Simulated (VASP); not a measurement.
# AlV2C (P6_3/mmc) in VASP: a series of runs, part 2 of 2

VASP 6.6.1. The steps go on from the part before.

## Step 3: Single point, PBE, collinear spin, ferromagnetic start

This run uses another cell than the first one, of 11.83 Å³/atom, 0.986 times its volume.

The input, INCAR:

```
SYSTEM = AlV2C
PREC = Accurate ; ENCUT = 520
EDIFF = 1E-6 ; ISMEAR = 0
SIGMA = 0.1 ; LREAL = .FALSE.
LASPH = .TRUE. ; NELM = 150
ALGO = Normal ; ISIF = 2
LWAVE = .FALSE. ; LCHARG = .TRUE.
ISPIN = 2 ; MAGMOM = 0 0 2 2 2 2 0 0
LORBIT = 11 ; LMAXMIX = 4
GGA = PE ; LELF = .TRUE.
LVHAR = .TRUE. ; NBANDS = 47
```

The input, KPOINTS:

```
Automatic mesh
0
G
  6 6 2
  0 0 0
```

The input, POSCAR:

```
AlV2C
1.0
    2.8875989900      0.0000000000      0.0000000000
   -1.4437995000      2.5007340900      0.0000000000
    0.0000000000      0.0000000000     13.1048231100
Al V C
2 4 2
Direct
    0.3333333300      0.6666666700      0.2500000000
    0.6666666700      0.3333333300      0.7500000000
    0.3333333300      0.6666666700      0.5863842400
    0.6666666700      0.3333333300      0.4136157600
    0.6666666700      0.3333333300      0.0863842400
    0.3333333300      0.6666666700      0.9136157600
    0.0000000000      0.0000000000      0.0000000000
    0.0000000000      0.0000000000      0.5000000000
```

Potentials or basis: VASP PAW PBE potentials, release 64 (Al, V_sv, C).

Run with:

```sh
$ cat potpaw_PBE.64/Al/POTCAR potpaw_PBE.64/V_sv/POTCAR potpaw_PBE.64/C/POTCAR > POTCAR
$ mpirun -np 1 vasp_std > vasp.out
```

OUTCAR:

```text
SYSTEM = AlV2C
   PREC = Accurate
   ENCUT = 520
   EDIFF = 1E-6
   ISMEAR = 0
   LREAL = .FALSE.
   LASPH = .TRUE.
   NELM = 150
   ISIF = 2
   ISPIN = 2
   LORBIT = 11
   GGA = PE

 ion  position               nearest neighbor table
   1  0.333  0.667  0.250-   4 2.72   5 2.72   4 2.72   5 2.72   4 2.72   5 2.72
   2  0.667  0.333  0.750-   3 2.72   6 2.72   3 2.72   6 2.72   3 2.72   6 2.72
   3  0.333  0.667  0.586-   8 2.02   8 2.02   8 2.02   2 2.72   2 2.72   2 2.72   4 2.81   4 2.81
                             4 2.81
   4  0.667  0.333  0.414-   8 2.02   8 2.02   8 2.02   1 2.72   1 2.72   1 2.72   3 2.81   3 2.81
                             3 2.81
   5  0.667  0.333  0.086-   7 2.02   7 2.02   7 2.02   1 2.72   1 2.72   1 2.72   6 2.81   6 2.81
                             6 2.81
   6  0.333  0.667  0.914-   7 2.02   7 2.02   7 2.02   2 2.72   2 2.72   2 2.72   5 2.81   5 2.81
                             5 2.81
   7  0.000  0.000  0.000-   5 2.02   6 2.02   5 2.02   6 2.02   5 2.02   6 2.02
   8  0.000  0.000  0.500-   3 2.02   4 2.02   4 2.02   3 2.02   4 2.02   3 2.02

  LATTYP: Found a hexagonal cell.
 ALAT       =     2.8875989900
 C/A-ratio  =     4.5383112944

  Lattice vectors:

 A1 = (   2.8875989900,   0.0000000000,   0.0000000000)
 A2 = (  -1.4437995000,   2.5007340900,   0.0000000000)
 A3 = (   0.0000000000,   0.0000000000,  13.1048231100)

Analysis of symmetry for initial positions (statically):
=====================================================================
 Subroutine PRICEL returns:
 Original cell was already a primitive cell.

 Routine SETGRP: Setting up the symmetry group for a
 hexagonal supercell.

 Subroutine GETGRP returns: Found 24 space group operations
 (whereof 12 operations were pure point group operations)
 out of a pool of 24 trial point group operations.

The static configuration has the point symmetry D_3d.
 The point group associated with its full space group is D_6h.
[... 197 lines left out ...]
      6     -28.8081      1.00000
[... 661 lines left out ...]
     44      12.1014      0.00000
     45      13.4649      0.00000
 Fermi energy:         9.5836212817

 spin component 2

 k-point     1 :       0.0000    0.0000    0.0000
  band No.  band energies     occupation
      1     -54.7785      1.00000
      2     -54.7784      1.00000
      3     -54.7217      1.00000
      4     -54.7216      1.00000
      5     -28.8105      1.00000
      6     -28.8081      1.00000
[... 661 lines left out ...]
     44      12.1013      0.00000
     45      13.4649      0.00000
 [bands above 45 left out]

------------------------ aborting loop because EDIFF is reached ----------------------------------------

  FORCE on cell =-STRESS in cart. coord.  units (eV):
  Direction    XX          YY          ZZ          XY          YZ          ZX
  --------------------------------------------------------------------------------------
  -------------------------------------------------------------------------------------
  Total        1.3155593      1.3155593      1.5090022     -0.0000000      0.0000000     -0.0000000
  in kB       22.2733452     22.2733454     25.5484693     -0.0000000      0.0000000     -0.0000000
  external PRESSURE =      23.3650533 kB  Pullay stress =       0.0000000 kB

 VOLUME and BASIS-vectors are now :
 -----------------------------------------------------------------------------
  energy-cutoff  :      520.00
  volume of cell :       94.63
      direct lattice vectors                 reciprocal lattice vectors
     2.887598990  0.000000000  0.000000000     0.346308474  0.199941291  0.000000000
    -1.443799500  2.500734090  0.000000000     0.000000000  0.399882580  0.000000000
     0.000000000  0.000000000 13.104823110     0.000000000  0.000000000  0.076307783

 POSITION                                       TOTAL-FORCE (eV/Angst)
 -----------------------------------------------------------------------------------
     -0.00000      1.66716      3.27621         0.000000     -0.000000      0.000000
      1.44380      0.83358      9.82862         0.000000      0.000000      0.000000
     -0.00000      1.66716      7.68446         0.000000      0.000000      0.111948
      1.44380      0.83358      5.42036        -0.000000      0.000000     -0.111948
      1.44380      0.83358      1.13205        -0.000000      0.000000      0.111948
     -0.00000      1.66716     11.97277         0.000000     -0.000000     -0.111948
      0.00000      0.00000      0.00000         0.000000      0.000000      0.000000
      0.00000      0.00000      6.55241         0.000000      0.000000      0.000000
 -----------------------------------------------------------------------------------
    total drift:                               -0.000019      0.000011     -0.000001

  FREE ENERGIE OF THE ION-ELECTRON SYSTEM (eV)
  ---------------------------------------------------
  free  energy   TOTEN  =       -66.0913509402 eV

  energy  without entropy=      -66.0658702098  energy(sigma->0) =      -66.07861057

 total charge

# of ion       s       p       d       tot
------------------------------------------
    1        0.422   0.397   0.000   0.819
    2        0.422   0.397   0.000   0.819
    3        2.273   6.287   3.158  11.717
    4        2.273   6.287   3.158  11.717
    5        2.273   6.287   3.158  11.717
    6        2.273   6.287   3.158  11.717
    7        0.906   1.576   0.000   2.482
    8        0.906   1.576   0.000   2.482
--------------------------------------------------
tot         11.746  29.093  12.631  53.470

 magnetization (x)

# of ion       s       p       d       tot
------------------------------------------
    1        0.000   0.000   0.000   0.000
    2        0.000   0.000   0.000   0.000
    3       -0.000   0.000  -0.000  -0.000
    4       -0.000   0.000  -0.000  -0.000
    5       -0.000   0.000  -0.000  -0.000
    6       -0.000   0.000  -0.000  -0.000
    7       -0.000  -0.000   0.000  -0.000
    8       -0.000  -0.000   0.000  -0.000
--------------------------------------------------
tot         -0.000   0.000  -0.000  -0.000
```

Wall time 3 min (1 thread of Intel Xeon 6975P-C, shared host); peak memory 0.32 GiB.

What came out:

```yaml
Free_energy: -66.0914 eV
Pressure: 2.3 GPa
Largest_force: 0.112 eV/Å
Band_gap_on_the_k_mesh: zero (filled and empty bands overlap)
Net_moment: 0.00 μB per cell
Valence_electrons_inside_the_program's_atomic_spheres: Al 0.82; V 11.72; C 2.48
```

Forces on the atoms (eV/Å):
```
Al   0.000  0.000  0.000
Al   0.000  0.000  0.000
V    0.000  0.000  0.112
V    0.000  0.000 -0.112
V    0.000  0.000  0.112
V    0.000  0.000 -0.112
C    0.000  0.000  0.000
C    0.000  0.000  0.000
```

Caveat: the k points lie up to 0.42 Å⁻¹ apart.

## Step 4: Relaxation of cell and atoms, PBE

This run uses another cell than the first one, of 11.83 Å³/atom, 0.986 times its volume.

The input, INCAR:

```
SYSTEM = AlV2C
ALGO = Normal
EDIFF = 1E-7
EDIFFG = -0.01
ENCUT = 600
GGA = PE
IBRION = 2
ISIF = 3
ISMEAR = 0
LASPH = .True.
LCHARG = .False.
LREAL = .False.
LWAVE = .False.
NELM = 60
NSW = 100
PREC = Accurate
SIGMA = 0.1
```

The input, KPOINTS:

```
k-points
0
Gamma
  12 12 4
  0 0 0
```

POSCAR is that of step 3.

Run with:

```sh
$ cat potpaw_PBE.64/Al/POTCAR potpaw_PBE.64/V_sv/POTCAR potpaw_PBE.64/C/POTCAR > POTCAR
$ mpirun -np 1 vasp_std > vasp.out
```

It took 15 min on 1 thread of Intel Xeon 6975P-C, shared host; peak memory 0.39 GiB.

Results (log left out):

```yaml
Free_energy: -66.1211 eV
Relaxed_volume: 12.00 Å³/atom
Relaxed_cell: a = 2.906 Å, b = 2.906 Å, c = 13.131 Å, α = 90.00°, β = 90.00°, γ = 120.00°
Space_group_after_relaxing_to_0.05_Å: P6_3/mmc (No. 194)
Energy_gained_by_relaxing: 1.6 meV/atom
Ionic_steps: 5
Pressure_after_relaxing: 0.0 GPa
Band_gap_on_the_k_mesh: zero (band 33 reaches 10.38 eV, above the bottom of band 34 at 8.74 eV)
```

The path:
| step | energy change (eV) | largest force (eV/Å) | pressure (GPa) | volume (Å³) |
| --- | --- | --- | --- | --- |
| 1 | 0.0000 | 0.1211 | 2.18 | 94.63 |
| 2 | -0.0045 | 0.2180 | -2.13 | 96.86 |
| 3 | -0.0097 | 0.1763 | -0.35 | 95.91 |
| 4 | -0.0128 | 0.0143 | 0.05 | 96.01 |
| 5 | -0.0128 | 0.0007 | 0.03 | 96.00 |

Final structure:
```yaml
crystal:
  lattice:
    - [2.90557, 0.00000, 0.00000]
    - [-1.45279, 2.51630, 0.00000]
    - [0.00000, 0.00000, 13.13097]
  atoms:
    - { symbol: Al, position: [0.33333, 0.66667, 0.25000] }
    - { symbol: Al, position: [0.66667, 0.33333, 0.75000] }
    - { symbol: V, position: [0.33333, 0.66667, 0.58550] }
    - { symbol: V, position: [0.66667, 0.33333, 0.41450] }
    - { symbol: V, position: [0.66667, 0.33333, 0.08550] }
    - { symbol: V, position: [0.33333, 0.66667, 0.91450] }
    - { symbol: C, position: [0.00000, 0.00000, 0.00000] }
    - { symbol: C, position: [0.00000, 0.00000, 0.50000] }
```

Levels at points of the mesh, in eV from the Fermi level:
| k point | band 29 | band 30 | band 31 | band 32 | band 33 | band 34 | band 35 | band 36 | band 37 | band 38 |
| --- | --- | --- | --- | --- | --- | --- | --- | --- | --- | --- |
| (0.00, 0.00, 0.00) | -0.89 | -0.59 | -0.26 | -0.26 | -0.25 | -0.25 | 0.57 | 0.57 | 0.61 | 0.61 |
| (0.50, 0.00, 0.00) | -2.45 | -2.39 | -1.51 | -1.48 | 0.72 | 1.03 | 1.10 | 1.18 | 1.74 | 1.76 |
| (0.00, 0.00, 0.50) | -0.71 | -0.71 | -0.25 | -0.25 | -0.25 | -0.25 | 0.59 | 0.59 | 0.59 | 0.59 |
| (0.50, 0.00, 0.50) | -2.40 | -2.40 | -1.49 | -1.49 | 0.93 | 0.93 | 1.10 | 1.10 | 1.75 | 1.75 |

## Step 5: Summary

```csv
task,spin,cell,k mesh,cutoff (eV),gap on the mesh (eV),pressure (GPa),largest force (eV/Å)
single point,off,"a = 2.905, b = 2.905, c = 13.130 Å, angles 90.0, 90.0, 120.0°, 8 atoms",12 × 12 × 4,520,none,0.3,0.04
single point,"collinear, ferromagnetic start","a = 2.888, b = 2.888, c = 13.105 Å, angles 90.0, 90.0, 120.0°, 8 atoms",6 × 6 × 2,520,none,2.3,0.11
relaxation of cell and atoms,off,"relaxed from a = 2.888, b = 2.888, c = 13.105 Å, angles 90.0, 90.0, 120.0°, 8 atoms",12 × 12 × 4,600,none,0.0,-
```

Alike in all rows: level PBE; potentials or basis VASP PAW PBE potentials, release 64 (Al, V_sv, C); smearing gaussian 0.1 eV.

Caveats: some runs use coarse meshes.

Total energies depend on the potentials used, so only differences within one code and one set of settings carry meaning.
